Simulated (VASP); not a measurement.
# Be in VASP: a series of runs, part 3 of 4

VASP 6.6.1. Earlier steps stand in the parts before.

## 5. Electric field gradients, PBEsol (equal xy, yz and zx shear strains of -1 %)

The input, INCAR:

```
SYSTEM = Be
PREC = Accurate
ENCUT = 520
EDIFF = 1E-8
ISMEAR = -1
SIGMA = 0.03
LREAL = .FALSE.
LASPH = .TRUE.
NELM = 60
ALGO = Normal
ISIF = 2
LWAVE = .FALSE.
LCHARG = .FALSE.
GGA = PS
LEFG = .TRUE.
NBANDS = 7
```

The input, KPOINTS:

```
Automatic mesh
0
G
  23 23 23
  0 0 0
```

The input, POSCAR:

```
Be
1.0
   -1.2656521608      1.2531209513      1.2531209513
    1.2531209513     -1.2656521608      1.2531209513
    1.2531209513      1.2531209513     -1.2656521608
Be
1
Direct
    0.0000000000      0.0000000000      0.0000000000
```

Potentials or basis: VASP PAW PBE potentials, release 64 (Be).

On the command line:

```console
$ cat potpaw_PBE.64/Be/POTCAR > POTCAR
$ mpirun -np 1 vasp_std > vasp.out
```

OUTCAR:

```text
SYSTEM = Be
   PREC = Accurate
   ENCUT = 520
   EDIFF = 1E-8
   ISMEAR = -1
   LREAL = .FALSE.
   LASPH = .TRUE.
   NELM = 60
   ISIF = 2
   GGA = PS

 ion  position               nearest neighbor table
   1  0.000  0.000  0.000-

  LATTYP: Found a trigonal (rhomboedric) cell.
 ALAT       =     2.1777280889
 COS(alpha) =    -0.3377371610

  Lattice vectors:

 A1 = (  -1.2656521608,   1.2531209513,   1.2531209513)
 A2 = (   1.2531209513,  -1.2656521608,   1.2531209513)
 A3 = (   1.2531209513,   1.2531209513,  -1.2656521608)

Analysis of symmetry for initial positions (statically):
=====================================================================
 Subroutine PRICEL returns:
 Original cell was already a primitive cell.

 Routine SETGRP: Setting up the symmetry group for a
 trigonal (rhombohedral) supercell.

 Subroutine GETGRP returns: Found 12 space group operations
 (whereof 12 operations were pure point group operations)
 out of a pool of 12 trial point group operations.

The static configuration has the point symmetry D_3d.

Analysis of symmetry for dynamics (positions and initial velocities):
=====================================================================
 Subroutine PRICEL returns:
 Original cell was already a primitive cell.

 Routine SETGRP: Setting up the symmetry group for a
 trigonal (rhombohedral) supercell.

 Subroutine GETGRP returns: Found 12 space group operations
 (whereof 12 operations were pure point group operations)
 out of a pool of 12 trial point group operations.

The dynamic configuration has the point symmetry D_3d.

 Subroutine INISYM returns: Found 12 space group operations
 (whereof 12 operations are pure point group operations),
 and found     1 'primitive' translations

----------------------------------------------------------------------------------------

                                     Primitive cell

  volume of cell :       7.8706

  direct lattice vectors                    reciprocal lattice vectors
    -1.265652161  1.253120951  1.253120951     0.004010290  0.401028979  0.401028979
     1.253120951 -1.265652161  1.253120951     0.401028979  0.004010290  0.401028979
     1.253120951  1.253120951 -1.265652161     0.401028979  0.401028979  0.004010290

  length of vectors
     2.177728089  2.177728089  2.177728089     0.567154800  0.567154800  0.567154800

  position of ions in fractional coordinates (direct lattice)
     0.000000000  0.000000000  0.000000000

  ion indices of the primitive-cell ions
   primitive index   ion index
                 1           1

----------------------------------------------------------------------------------------

 KPOINTS: Automatic mesh

Automatic generation of k-mesh.
 Grid dimensions read from file:
 generate k-points for:   23   23   23

 Generating k-lattice:

[... 64 lines left out ...]
   NSW    =      0    number of steps for IOM
   IBRION =     -1    ionic relax: 0-MD 1-quasi-New 2-CG
   NFREE  =      0    steps in history (QN), initial steepest desc. (CG)
   ISIF   =      2    stress and relaxation
   ISYM   =      2    0-nonsym 1-usesym 2-fastsym
   POTIM  = 0.5000    time-step for ionic-motion
   TEBEG  =    0.0;   TEEND  =   0.0 temperature during run
   PSTRESS=    0.0 pullay stress
   NELECT =       2.0000    total number of electrons
   NUPDOWN=      -1.0000    fix difference up-down
   EMIN   =  10.00;   EMAX   =-10.00  energy-range for DOS
   EFERMI =   0.00;   METHOD = LEGACY
   ISMEAR =    -1;   SIGMA  =   0.03  broadening in eV -4-tet -1-fermi 0-gaus
   EFERMI_NEDOS =   21; number of points for ismear=-14 and -15
   IALGO  =     38    algorithm
   IMIX   =      4    mixing-type and parameters
     AMIX     =   0.40;   BMIX     =  1.00
     AMIX_MAG =   1.60;   BMIX_MAG =  1.00
  volume/ion in A,a.u.               =       7.87        53.11
  Fermi-wavevector in a.u.,A,eV,Ry     =   1.036930  1.959513 14.629306  1.075224
  Thomas-Fermi vector in A             =   2.171344
   LORBIT       =      0    0 simple, 1 ext, 2 COOP (PROOUT), +10 PAW based schemes
   GGA     = PS    functional components
   LHFCALC =     F    Hartree Fock is set to
   AEXX    =    0.0000 exact exchange contribution
   IVDW    =     0    specifies the selected vdW correction
   LEPSILON=     F    determine dielectric tensor
   LRPA    =     F    only Hartree local field effects (RPA)
 non-spin polarized calculation
  energy-cutoff  :      520.00
  volume of cell :        7.87
 maximum number of plane-waves:       236
   NGX =  7   NGY =  7   NGZ =  7

 number of electron       2.0000000 magnetization

 Free energy of the ion-electron system (eV)
  ---------------------------------------------------
  ext. energy  EPLUGINS =         0.00000000
  ---------------------------------------------------
  free energy    TOTEN  =        -3.89718582 eV

  energy without entropy =       -3.89660646  energy(sigma->0) =       -3.89689614

 E-fermi :   7.9369     XC(G=0): -10.6283

 val. band max:        7.9337118247   @ k =   0.3478   0.3043   0.0870
 cond. band min:       7.9496786588   @ k =   0.2609   0.2609   0.2609
 fundamental gap:      0.0159668342
 Fermi energy:         7.9368796306

 k-point     1 :       0.0000    0.0000    0.0000
  band No.  band energies     occupation
      1      -4.3158      2.00000
      2      27.1046      0.00000
      3      27.1046      0.00000
      4      27.5576      0.00000
      5      38.4894      0.00000
      6      38.6027      0.00000
      7      38.6027      0.00000
[... 221 lines left out ...]
 k-point    24 :      -0.4783    0.0435   -0.0000
  band No.  band energies     occupation
      1       2.4064      2.00000
      2       9.0106      0.00000
      3      19.8909      0.00000
      4      22.7558      0.00000
      5      29.1136      0.00000
      6      34.0435      0.00000
      7      43.4720      0.00000

 [... further k-points ...]

------------------------ aborting loop because EDIFF is reached ----------------------------------------

  FORCE on cell =-STRESS in cart. coord.  units (eV):
  Direction    XX          YY          ZZ          XY          YZ          ZX
  --------------------------------------------------------------------------------------
  -------------------------------------------------------------------------------------
  Total       -0.0764396     -0.0764396     -0.0764396      0.1008483      0.1008483      0.1008483
  in kB      -15.5604652    -15.5604652    -15.5604652     20.5292366     20.5292366     20.5292366
  external PRESSURE =     -15.5604652 kB  Pullay stress =       0.0000000 kB

 VOLUME and BASIS-vectors are now :
 -----------------------------------------------------------------------------
  energy-cutoff  :      520.00
  volume of cell :        7.87
      direct lattice vectors                 reciprocal lattice vectors
    -1.265652161  1.253120951  1.253120951     0.004010290  0.401028979  0.401028979
     1.253120951 -1.265652161  1.253120951     0.401028979  0.004010290  0.401028979
     1.253120951  1.253120951 -1.265652161     0.401028979  0.401028979  0.004010290

 POSITION                                       TOTAL-FORCE (eV/Angst)
 -----------------------------------------------------------------------------------
      0.00000      0.00000      0.00000         0.000000     -0.000000     -0.000000
 -----------------------------------------------------------------------------------
    total drift:                               -0.000000      0.000000     -0.000000

  FREE ENERGIE OF THE ION-ELECTRON SYSTEM (eV)
  ---------------------------------------------------
  free  energy   TOTEN  =        -3.8971858248 eV

  energy  without entropy=       -3.8966064556  energy(sigma->0) =       -3.89689614

 Electric field gradients (V/A^2)
---------------------------------------------------------------------
 ion       V_xx      V_yy      V_zz      V_xy      V_xz      V_yz
---------------------------------------------------------------------
   1       0.000    -0.000    -0.000    -0.127    -0.127    -0.127
---------------------------------------------------------------------

 Electric field gradients after diagonalization (V/A^2)
 (convention: |V_zz| > |V_xx| > |V_yy|)
----------------------------------------------------------------------
 ion       V_xx      V_yy      V_zz     asymmetry (V_yy - V_xx)/ V_zz
----------------------------------------------------------------------
   1       0.127     0.127    -0.253       0.000
----------------------------------------------------------------------

           NMR quadrupolar parameters

 Cq : quadrupolar parameter    Cq=e*Q*V_zz/h
 eta: asymmetry parameters     (V_yy - V_xx)/ V_zz
 Q  : nuclear electric quadrupole moment in mb (millibarn)
----------------------------------------------------------------------
 ion       Cq(MHz)       eta       Q (mb)
----------------------------------------------------------------------
   1      -0.001       0.000       1.000
----------------------------------------------------------------------
```

OSZICAR:

```text
N       E                     dE             d eps       ncg     rms          rms(c)
DAV:   1    -0.264749144155E+01   -0.26475E+01   -0.11553E+03 17640   0.235E+02
DAV:   2    -0.390860739812E+01   -0.12611E+01   -0.12043E+01 22435   0.260E+01
DAV:   3    -0.391058051326E+01   -0.19731E-02   -0.19725E-02 18235   0.907E-01
DAV:   4    -0.391058084752E+01   -0.33426E-06   -0.33364E-06 24402   0.120E-02
DAV:   5    -0.391058084749E+01    0.29665E-10   -0.49417E-10 18501   0.587E-05    0.807E-01
DAV:   6    -0.390100707414E+01    0.95738E-02   -0.66365E-04 17465   0.282E-01    0.492E-01
DAV:   7    -0.389719347719E+01    0.38136E-02   -0.71575E-04 17262   0.288E-01    0.160E-02
DAV:   8    -0.389718530409E+01    0.81731E-05   -0.17161E-06 19369   0.124E-02    0.332E-03
DAV:   9    -0.389718585198E+01   -0.54788E-06   -0.16471E-07 20090   0.233E-03    0.118E-04
DAV:  10    -0.389718583855E+01    0.13429E-07   -0.19933E-10 16786   0.139E-04    0.495E-05
DAV:  11    -0.389718582551E+01    0.13036E-07   -0.72820E-11 10304   0.915E-05    0.248E-06
DAV:  12    -0.389718582480E+01    0.71290E-09   -0.11052E-12  8792   0.870E-06
   1 F= -.38971858E+01 E0= -.38968961E+01  d E =-.579369E-03
```

stdout:

```text
POSCAR found type information on POSCAR Be
 POSCAR found :  1 types and       1 ions
 scaLAPACK will be used
 -----------------------------------------------------------------------------
|                                                                             |
|                                                                             |
|     You enforced a specific xc type in the INCAR file but a different       |
|     I HOPE YOU KNOW WHAT YOU ARE DOING!                                     |
|                                                                             |
 -----------------------------------------------------------------------------

 LDA part: xc-table for (Slater+PW92), standard interpolation
 POSCAR, INCAR and KPOINTS ok, starting setup
 FFT: planning ... GRIDC
 FFT: planning ... GRID_SOFT
 FFT: planning ... GRID
 WAVECAR not read
 entering main loop
ion   1
```

Wall time 26 s (1 thread of Intel Xeon Platinum 8259CL at 2.50GHz (Skylake/Cascade Lake), shared host); peak memory 0.16 GiB.

Results:

```
Free energy                             : -3.8972 eV
Pressure                                : -1.6 GPa
Band gap on the k mesh                  : zero (bands 1 and 2 overlap by 4.94 eV)
Largest electric field gradient by atom : Be -0.25 V/Å²
```

Levels at points of the mesh, in eV from the Fermi level:
| k point | band 1 | band 2 | band 3 | band 4 |
| --- | --- | --- | --- | --- |
| (0.00, 0.00, 0.00) | -12.25 | 19.17 | 19.17 | 19.62 |

Caveat: the cell differs from its parent crystal (equal xy, yz and zx shear strains of -1 %); without QUAD_EFG the Cq values of the log hold for a quadrupole moment of 1 mb, not for the nuclei; the PAW data sets were made with another functional, which shifts forces and pressure a little.

## 6. Electric field gradients, PBEsol (equal xy, yz and zx shear strains of +2 %)

The input, INCAR:

```
PREC = Accurate
ENCUT = 520
EDIFF = 1E-8
ISMEAR = -1
SIGMA = 0.03
LREAL = F
LASPH = T
NELM = 80
ALGO = Normal
ISIF = 2
LWAVE = F
LCHARG = F
GGA = PS
LEFG = T
NBANDS = 7
```

The input, KPOINTS:

```
Automatic mesh
0
Gamma
  23 23 23
```

The input, POSCAR:

```
Be
1.0
   -1.2280585323      1.2531209513      1.2531209513
    1.2531209513     -1.2280585323      1.2531209513
    1.2531209513      1.2531209513     -1.2280585323
Be
1
Direct
    0.0000000000      0.0000000000      0.0000000000
```

Potentials or basis: VASP PAW PBE potentials, release 64 (Be).

On the command line:

```console
$ cat potpaw_PBE.64/Be/POTCAR > POTCAR
$ mpirun -np 1 vasp_std > vasp.out
```

OUTCAR:

```text
PREC = Accurate
   ENCUT = 520
   EDIFF = 1E-8
   ISMEAR = -1
   LREAL = F
   LASPH = T
   NELM = 80
   ISIF = 2
   GGA = PS

 ion  position               nearest neighbor table
   1  0.000  0.000  0.000-

  LATTYP: Found a trigonal (rhomboedric) cell.
 ALAT       =     2.1560964719
 COS(alpha) =    -0.3242805026

  Lattice vectors:

 A1 = (  -1.2280585323,   1.2531209513,   1.2531209513)
 A2 = (   1.2531209513,  -1.2280585323,   1.2531209513)
 A3 = (   1.2531209513,   1.2531209513,  -1.2280585323)

Analysis of symmetry for initial positions (statically):
=====================================================================
 Subroutine PRICEL returns:
 Original cell was already a primitive cell.

 Routine SETGRP: Setting up the symmetry group for a
 trigonal (rhombohedral) supercell.

 Subroutine GETGRP returns: Found 12 space group operations
 (whereof 12 operations were pure point group operations)
 out of a pool of 12 trial point group operations.

The static configuration has the point symmetry D_3d.

Analysis of symmetry for dynamics (positions and initial velocities):
=====================================================================
 Subroutine PRICEL returns:
 Original cell was already a primitive cell.

 Routine SETGRP: Setting up the symmetry group for a
 trigonal (rhombohedral) supercell.

 Subroutine GETGRP returns: Found 12 space group operations
 (whereof 12 operations were pure point group operations)
 out of a pool of 12 trial point group operations.

The dynamic configuration has the point symmetry D_3d.

[... 150 lines left out ...]
 k-point     1 :       0.0000    0.0000    0.0000
  band No.  band energies     occupation
      1      -4.3150      2.00000
      2      26.7100      0.00000
      3      27.5104      0.00000
      4      27.5104      0.00000
      5      38.2336      0.00000
      6      38.2336      0.00000
      7      38.8696      0.00000
[... 221 lines left out ...]
 k-point    24 :      -0.4783    0.0435   -0.0000
  band No.  band energies     occupation
      1       2.2268      2.00000
      2       8.5982      0.00000
      3      20.2843      0.00000
      4      23.0480      0.00000
      5      29.3128      0.00000
      6      34.4447      0.00000
      7      44.2992      0.00000

 [... further k-points ...]

------------------------ aborting loop because EDIFF is reached ----------------------------------------

  FORCE on cell =-STRESS in cart. coord.  units (eV):
  Direction    XX          YY          ZZ          XY          YZ          ZX
  --------------------------------------------------------------------------------------
  -------------------------------------------------------------------------------------
  Total       -0.0698818     -0.0698818     -0.0698818     -0.1894373     -0.1894373     -0.1894373
  in kB      -14.2287058    -14.2287058    -14.2287058    -38.5715002    -38.5715002    -38.5715002
  external PRESSURE =     -14.2287058 kB  Pullay stress =       0.0000000 kB

 VOLUME and BASIS-vectors are now :
 -----------------------------------------------------------------------------
  energy-cutoff  :      520.00
  volume of cell :        7.87
      direct lattice vectors                 reciprocal lattice vectors
    -1.228058532  1.253120951  1.253120951    -0.007902630  0.395131494  0.395131494
     1.253120951 -1.228058532  1.253120951     0.395131494 -0.007902630  0.395131494
     1.253120951  1.253120951 -1.228058532     0.395131494  0.395131494 -0.007902630

 POSITION                                       TOTAL-FORCE (eV/Angst)
 -----------------------------------------------------------------------------------
      0.00000      0.00000      0.00000         0.000000      0.000000      0.000000
 -----------------------------------------------------------------------------------
    total drift:                               -0.000000     -0.000000     -0.000000

  FREE ENERGIE OF THE ION-ELECTRON SYSTEM (eV)
  ---------------------------------------------------
  free  energy   TOTEN  =        -3.8929660644 eV

  energy  without entropy=       -3.8923955448  energy(sigma->0) =       -3.89268080

 Electric field gradients (V/A^2)
---------------------------------------------------------------------
 ion       V_xx      V_yy      V_zz      V_xy      V_xz      V_yz
---------------------------------------------------------------------
   1      -0.000    -0.000    -0.000     0.250     0.250     0.250
---------------------------------------------------------------------

 Electric field gradients after diagonalization (V/A^2)
 (convention: |V_zz| > |V_xx| > |V_yy|)
----------------------------------------------------------------------
 ion       V_xx      V_yy      V_zz     asymmetry (V_yy - V_xx)/ V_zz
----------------------------------------------------------------------
   1      -0.250    -0.250     0.500       0.000
----------------------------------------------------------------------

           NMR quadrupolar parameters

 Cq : quadrupolar parameter    Cq=e*Q*V_zz/h
 eta: asymmetry parameters     (V_yy - V_xx)/ V_zz
 Q  : nuclear electric quadrupole moment in mb (millibarn)
----------------------------------------------------------------------
 ion       Cq(MHz)       eta       Q (mb)
----------------------------------------------------------------------
   1       0.001       0.000       1.000
----------------------------------------------------------------------
```

OSZICAR:

```text
N       E                     dE             d eps       ncg     rms          rms(c)
DAV:   1    -0.261392323945E+01   -0.26139E+01   -0.11570E+03 17661   0.237E+02
DAV:   2    -0.390439451012E+01   -0.12905E+01   -0.12387E+01 22533   0.261E+01
DAV:   3    -0.390638584035E+01   -0.19913E-02   -0.19907E-02 18263   0.907E-01
DAV:   4    -0.390638620996E+01   -0.36961E-06   -0.36860E-06 24479   0.122E-02
DAV:   5    -0.390638621004E+01   -0.80668E-10   -0.40064E-10 18501   0.531E-05    0.808E-01
DAV:   6    -0.389679311157E+01    0.95931E-02   -0.67106E-04 17451   0.283E-01    0.493E-01
DAV:   7    -0.389297339333E+01    0.38197E-02   -0.72357E-04 17241   0.289E-01    0.155E-02
DAV:   8    -0.389296554584E+01    0.78475E-05   -0.16792E-06 19523   0.122E-02    0.327E-03
DAV:   9    -0.389296609278E+01   -0.54693E-06   -0.17007E-07 20013   0.241E-03    0.108E-04
DAV:  10    -0.389296607838E+01    0.14397E-07   -0.21730E-10 16408   0.144E-04    0.511E-05
DAV:  11    -0.389296606435E+01    0.14028E-07   -0.75696E-11 10038   0.876E-05    0.276E-06
DAV:  12    -0.389296606441E+01   -0.60190E-10   -0.14607E-12  8722   0.100E-05
   1 F= -.38929661E+01 E0= -.38926808E+01  d E =-.570520E-03
```

Run time: 24 s. Hardware: 1 thread of Intel Xeon Platinum 8259CL at 2.50GHz (Skylake/Cascade Lake), shared host; peak memory 0.16 GiB.

What came out:

- Free energy: -3.8930 eV
- Pressure: -1.4 GPa
- Band gap on the k mesh: zero (bands 1 and 2 overlap by 4.81 eV)
- Largest electric field gradient by atom: Be +0.5 V/Å²

Levels at points of the mesh, in eV from the Fermi level:
```csv
k point,band 1,band 2,band 3,band 4
"(0.00, 0.00, 0.00)",-12.24,18.78,19.58,19.58
```

Electric field gradients, principal values (V/Å²):
| atom | least | middle | greatest (by size) |
| --- | --- | --- | --- |
| 1 Be | -0.250 | -0.250 | 0.500 |

Caveat: the cell differs from its parent crystal (equal xy, yz and zx shear strains of +2 %); without QUAD_EFG the Cq values of the log hold for a quadrupole moment of 1 mb, not for the nuclei; the PAW data sets were made with another functional, which shifts forces and pressure a little.

[end of part 3 of 4]
